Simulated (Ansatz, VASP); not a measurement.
**In in VASP and in Ansatz**

```xyz
1
Lattice="-1.6947 1.6947 2.2974 1.6947 -1.6947 2.2974 1.6947 1.6947 -2.2974" Properties=species:S:1:pos:R:3 pbc="T T T"
In    0.0000    0.0000    0.0000
```

Alike in both runs: task single point; functional PBE; k mesh 17 × 17 × 17; occupations fermi-dirac, width 0.03 eV; non-collinear spin, spin-orbit coupling.

```csv
,VASP,Ansatz
version,VASP 6.6.1,Ansatz 0.2.0
potentials or method,"VASP PAW PBE potentials, release 64 (In_d), cutoff 520 eV",all-electron LAPW
```

|  | VASP | Ansatz | Ansatz less VASP |
| --- | --- | --- | --- |
| pressure (GPa) | 1.5 | 1.5 | +0.01 |
| traceless stress, the component that is largest in VASP (GPa) | -0.35 | -0.35 | -0.003 |

Ansatz ran all-electron here, and VASP with PAW potentials.
